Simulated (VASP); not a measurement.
# TaSi4W (P-6m2) in VASP: notebook, part 2 of 2

VASP 6.6.1. The steps go on from the part before.

## Step 3: Single point, PBE

This run uses another cell than the first one, of 15.27 Å³/atom.

The input, INCAR:

```
  ALGO = Normal
  EDIFF = 1E-6
  ENCUT = 500
  GGA = PE
  GGA_COMPAT = False
  ISIF = 2
  ISMEAR = 0
  LASPH = True
  LCHARG = False
  LREAL = False
  LWAVE = False
  NBANDS = 30
  NELM = 120
  PREC = Accurate
  SIGMA = 0.2
```

The input, KPOINTS:

```
k-points
0
Gamma
  4 4 4
```

The input, POSCAR:

```
TaSi4W
1.0
    4.9540180931      0.0000000000      0.0000000000
   -2.4770090466      4.2903055194      0.0000000000
    0.0000000000      0.0000000000      4.3102863617
Ta Si W
1 4 1
Direct
    0.0000000000      0.0000000000      0.0000000000
    0.3333333333      0.6666666667      0.0000000000
    0.4962805481      0.5037194519      0.5000000000
    0.4962805481     -0.0074389037      0.5000000000
    1.0074389037      0.5037194519      0.5000000000
    0.6666666667      0.3333333333      0.0000000000
```

Potentials or basis: VASP PAW PBE potentials, release 64 (Ta_pv, Si, W_sv).

On the command line:

```sh
$ cat potpaw_PBE.64/Ta_pv/POTCAR potpaw_PBE.64/Si/POTCAR potpaw_PBE.64/W_sv/POTCAR > POTCAR
$ mpirun -np 1 vasp_std > vasp.out
```

OUTCAR:

```text
EDIFF = 1E-6
   ENCUT = 500
   GGA = PE
   ISIF = 2
   ISMEAR = 0
   LASPH = True
   LREAL = False
   NELM = 120
   PREC = Accurate

 ion  position               nearest neighbor table
   1  0.000  0.000  0.000-   2 2.86   6 2.86   2 2.86   6 2.86   6 2.86   2 2.86   5 3.28   5 3.28
                             4 3.28   4 3.28   3 3.28   3 3.28   3 3.28   3 3.28   5 3.28   5 3.28
   2  0.333  0.667  0.000-   4 2.57   4 2.57   5 2.57   5 2.57   3 2.57   3 2.57   6 2.86   6 2.86
                             1 2.86   1 2.86   1 2.86   6 2.86
   3  0.496  0.504  0.500-   4 2.42   5 2.42   4 2.53   5 2.53   2 2.57   2 2.57   6 2.60   6 2.60
                             1 3.28   1 3.28   1 3.28   1 3.28
   4  0.496  0.993  0.500-   5 2.42   3 2.42   5 2.53   3 2.53   2 2.57   2 2.57   6 2.60   6 2.60
                             1 3.28   1 3.28   1 3.28   1 3.28
   5  0.007  0.504  0.500-   4 2.42   3 2.42   4 2.53   3 2.53   2 2.57   2 2.57   6 2.60   6 2.60
                             1 3.28   1 3.28   1 3.28   1 3.28
   6  0.667  0.333  0.000-   4 2.60   4 2.60   5 2.60   5 2.60   3 2.60   3 2.60   2 2.86   2 2.86
                             1 2.86   1 2.86   1 2.86   2 2.86

  LATTYP: Found a hexagonal cell.
[... 182 lines left out ...]
 fundamental gap:      0.1093757696
 Fermi energy:         9.8862320231

 k-point     1 :       0.0000    0.0000    0.0000
  band No.  band energies     occupation
      1     -64.0405      2.00000
      2     -28.4173      2.00000
      3     -28.3198      2.00000
      4     -28.3198      2.00000
      5     -25.8299      2.00000
      6     -25.5105      2.00000
[... 385 lines left out ...]
     29      14.1366      0.00000
     30      14.9873      0.00000

------------------------ aborting loop because EDIFF is reached ----------------------------------------

  FORCE on cell =-STRESS in cart. coord.  units (eV):
  Direction    XX          YY          ZZ          XY          YZ          ZX
  --------------------------------------------------------------------------------------
  -------------------------------------------------------------------------------------
  Total       -0.0111707     -0.0111707      0.3922591      0.0000000     -0.0000000      0.0000000
  in kB       -0.1953614     -0.1953614      6.8601191      0.0000000     -0.0000000      0.0000000
  external PRESSURE =       2.1564654 kB  Pullay stress =       0.0000000 kB

 VOLUME and BASIS-vectors are now :
 -----------------------------------------------------------------------------
  energy-cutoff  :      500.00
  volume of cell :       91.61
      direct lattice vectors                 reciprocal lattice vectors
     4.954018093  0.000000000  0.000000000     0.201856348  0.116541817  0.000000000
    -2.477009047  4.290305519  0.000000000     0.000000000  0.233083634  0.000000000
     0.000000000  0.000000000  4.310286362     0.000000000  0.000000000  0.232003147

 POSITION                                       TOTAL-FORCE (eV/Angst)
 -----------------------------------------------------------------------------------
      0.00000      0.00000      0.00000         0.000000      0.000000      0.000000
     -0.00000      2.86020      0.00000         0.000000      0.000000      0.000000
      1.21087      2.16111      2.15514         0.051095     -0.029500     -0.000000
     -0.00000      4.25839      2.15514        -0.000000      0.059000      0.000000
     -1.21087      2.16111      2.15514        -0.051095     -0.029500     -0.000000
      2.47701      1.43010      0.00000         0.000000      0.000000      0.000000
 -----------------------------------------------------------------------------------
    total drift:                               -0.000000      0.000000      0.000000

  FREE ENERGIE OF THE ION-ELECTRON SYSTEM (eV)
  ---------------------------------------------------
  free  energy   TOTEN  =       -43.8364393471 eV

  energy  without entropy=      -43.7253236971  energy(sigma->0) =      -43.78088152
```

stdout:

```text
POSCAR found type information on POSCAR TaSiW
 POSCAR found :  3 types and       6 ions
 scaLAPACK will be used
 LDA part: xc-table for (Slater+PW92), standard interpolation
 POSCAR, INCAR and KPOINTS ok, starting setup
 FFT: planning ... GRIDC
 FFT: planning ... GRID_SOFT
 FFT: planning ... GRID
 WAVECAR not read
 entering main loop
```

Wall time 23 s (1 thread of Intel Xeon Platinum 8488C (Sapphire Rapids), shared host); peak memory 0.2 GiB.

What came out:

```
Free energy            : -43.8364 eV
Pressure               : 0.2 GPa
Largest force          : 0.059 eV/Å
Band gap on the k mesh : zero (an odd number of electrons rules out a gap without spin polarisation)
```

Forces in eV/Å, atoms in the order of the input:
```
Ta   0.000  0.000  0.000
Si   0.000  0.000  0.000
Si   0.051 -0.029  0.000
Si   0.000  0.059  0.000
Si  -0.051 -0.029  0.000
W    0.000  0.000  0.000
```

Stress tensor (GPa, compression positive):
```
-0.02  0.00  0.00
 0.00 -0.02  0.00
 0.00  0.00  0.69
```

Caveat: the k points lie up to 0.37 Å⁻¹ apart, too coarse for converged energies and pressures of a metal; spin-orbit coupling is left out, which moves the levels of the heavy elements; an odd number of electrons without spin polarisation forces a metal; a magnetic or distorted state may lie lower.

## Step 4: Single point, PBE

This run uses another cell than the first one, of 15.28 Å³/atom.

The input, INCAR:

```
SYSTEM = TaSi4W
PREC     = Accurate       ! precision mode
ENCUT    = 500            ! plane-wave cutoff, eV
EDIFF    = 1E-6           ! SCF threshold, eV
ISMEAR   = 0              ! smearing method
SIGMA    = 0.2            ! smearing width, eV
LREAL    = .False.        ! projectors in reciprocal space
LASPH    = .True.         ! aspherical terms in the spheres
NELM     = 120            ! most SCF steps
ALGO     = Normal         ! electronic algorithm
ISIF     = 2              ! what is computed and relaxed
LWAVE    = .False.        ! write WAVECAR
LCHARG   = .False.        ! write CHGCAR
GGA      = PE             ! functional
NBANDS   = 30             ! bands
GGA_COMPAT= .False.
```

The input, KPOINTS:

```
regular mesh
0
Gamma
  4 4 4
  0 0 0
```

The input, POSCAR:

```
TaSi4W
1.0
    4.9500470834     -0.0000000028      0.0000000000
   -2.4750235393      4.2868665256      0.0000000000
    0.0000000000      0.0000000000      4.3212045151
Ta Si W
1 4 1
Direct
    0.0000000000      0.0000000000      0.0000000000
    0.6666666667      0.3333333333      0.0000000000
   -0.0065365042      0.4967317479      0.5000000000
    0.5032682521      1.0065365042      0.5000000000
    0.5032682521      0.4967317479      0.5000000000
    0.3333333333      0.6666666667      0.0000000000
```

On the command line:

```sh
$ cat potpaw_PBE.64/Ta_pv/POTCAR potpaw_PBE.64/Si/POTCAR potpaw_PBE.64/W_sv/POTCAR > POTCAR
$ mpirun -np 1 vasp_std > vasp.out
```

Run time: 19 s. Hardware: 1 thread of Intel Xeon Platinum 8488C (Sapphire Rapids), shared host; peak memory 0.2 GiB.

Results (log left out):

```yaml
Free_energy: -43.8374 eV
Pressure: 0.1 GPa
Largest_force: 0.036 eV/Å
Band_gap_on_the_k_mesh: zero (an odd number of electrons rules out a gap without spin polarisation)
```

Forces on the atoms (eV/Å):
```
Ta   0.000  0.000  0.000
Si   0.000  0.000  0.000
Si  -0.031 -0.018  0.000
Si   0.000  0.036  0.000
Si   0.031 -0.018  0.000
W    0.000  0.000  0.000
```

Stress tensor (GPa, compression positive):
```
-0.07  0.00  0.00
 0.00 -0.07  0.00
 0.00  0.00  0.44
```

Levels at points of the mesh, in eV from the Fermi level:
| k point | band 16 | band 17 | band 18 | band 19 | band 20 | band 21 | band 22 | band 23 | band 24 | band 25 |
| --- | --- | --- | --- | --- | --- | --- | --- | --- | --- | --- |
| (0.00, 0.00, 0.00) | -3.19 | -3.19 | -2.55 | -0.87 | -0.87 | -0.51 | -0.51 | -0.09 | -0.09 | 0.51 |
| (0.50, 0.00, 0.00) | -3.31 | -3.12 | -2.53 | -0.81 | -0.49 | -0.18 | 0.51 | 0.96 | 1.24 | 1.86 |
| (0.00, 0.00, 0.50) | -4.81 | -3.54 | -1.31 | -1.28 | -1.28 | 0.50 | 0.70 | 2.10 | 2.10 | 2.17 |
| (0.50, 0.00, 0.50) | -2.19 | -1.83 | -1.68 | -1.09 | 0.14 | 0.18 | 0.23 | 0.36 | 1.43 | 1.71 |

Caveat: the k points lie up to 0.37 Å⁻¹ apart, too coarse for converged energies and pressures of a metal; spin-orbit coupling is left out, which moves the levels of the heavy elements; an odd number of electrons without spin polarisation forces a metal; a magnetic or distorted state may lie lower.

## Step 5: Single point, PBE

This run uses another cell than the first one, of 20.06 Å³/atom.

The input, INCAR:

```
SYSTEM = TaSi4W
  PREC = Accurate
  ENCUT = 500
  EDIFF = 1E-6
  ISMEAR = 0
  SIGMA = 0.2
  LREAL = .FALSE.
  LASPH = .TRUE.
  NELM = 120
  ALGO = Normal
  ISIF = 2
  LWAVE = .FALSE.
  LCHARG = .FALSE.
  GGA = PE
  NBANDS = 30
  GGA_COMPAT = .FALSE.
```

The input, KPOINTS:

```
regular mesh
0
G
  5 5 3
  0 0 0
```

The input, POSCAR:

```
TaSi4W
1.0
    4.2999264441      0.0000000000      0.0000000000
   -2.1499632220      3.7238455350      0.0000000000
    0.0000000000      0.0000000000      7.5149094425
Ta Si W
1 4 1
Direct
    0.0000000000      0.0000000000      0.5000000000
    0.6666666667      0.3333333333      0.5000000000
    0.0000000000      0.0000000000      0.8386877658
    0.0000000000      0.0000000000      0.1613122342
    0.6666666667      0.3333333333      0.0000000000
    0.3333333333      0.6666666667      0.0000000000
```

On the command line:

```sh
$ cat potpaw_PBE.64/Ta_pv/POTCAR potpaw_PBE.64/Si/POTCAR potpaw_PBE.64/W_sv/POTCAR > POTCAR
$ mpirun -np 1 vasp_std > vasp.out
```

Wall time 25 s (1 thread of Intel Xeon Platinum 8488C (Sapphire Rapids), shared host); peak memory 0.24 GiB.

It converged, with:

```
Free energy            : -41.9000 eV
Pressure               : 0.2 GPa
Largest force          : 0.053 eV/Å
Band gap on the k mesh : zero (an odd number of electrons rules out a gap without spin polarisation)
```

Forces in eV/Å, atoms in the order of the input:
```
Ta   0.000  0.000  0.000
Si   0.000  0.000  0.000
Si   0.000  0.000 -0.053
Si   0.000  0.000  0.053
Si   0.000  0.000  0.000
W    0.000  0.000  0.000
```

Stress tensor (GPa, compression positive):
```
-0.06  0.00  0.00
 0.00 -0.06  0.00
 0.00  0.00  0.64
```

Levels at points of the mesh, in eV from the Fermi level:
```tsv
k point	band 17	band 18	band 19	band 20	band 21	band 22	band 23	band 24
(0.00, 0.00, 0.00)	-1.05	-1.05	0.30	0.43	0.43	0.48	1.23	1.23
```

Caveat: spin-orbit coupling is left out, which moves the levels of the heavy elements; an odd number of electrons without spin polarisation forces a metal; a magnetic or distorted state may lie lower.

## Step 6: The runs side by side

| cell | k mesh | gap on the mesh (eV) | pressure (GPa) | largest force (eV/Å) |
| --- | --- | --- | --- | --- |
| a = 4.943, b = 4.943, c = 5.236 Å, angles 90.0, 90.0, 120.0°, 6 atoms, atomic positions A | 4 × 4 × 3 | none | 0.4 | 0.07 |
| a = 4.954, b = 4.954, c = 4.310 Å, angles 90.0, 90.0, 120.0°, 6 atoms, atomic positions B | 4 × 4 × 4 | none | 0.2 | 0.06 |
| a = 4.950, b = 4.950, c = 4.321 Å, angles 90.0, 90.0, 120.0°, 6 atoms, atomic positions C | 4 × 4 × 4 | none | 0.1 | 0.04 |
| a = 4.300, b = 4.300, c = 7.515 Å, angles 90.0, 90.0, 120.0°, 6 atoms, atomic positions D | 5 × 5 × 3 | none | 0.2 | 0.05 |

Alike in all rows: task single point; level PBE; potentials or basis VASP PAW PBE potentials, release 64 (Ta_pv, Si, W_sv); no spin polarisation; cutoff (eV) 500; smearing gaussian 0.2 eV.

Caveats: some runs use coarse meshes; spin-orbit coupling is left out, which moves the levels of the heavy elements; an odd number of electrons without spin polarisation forces a metal; a magnetic or distorted state may lie lower.

Total energies depend on the potentials used, so only differences within one code and one set of settings carry meaning.

The gap in the log of VASP goes by the Fermi energy; the results here count the filled bands.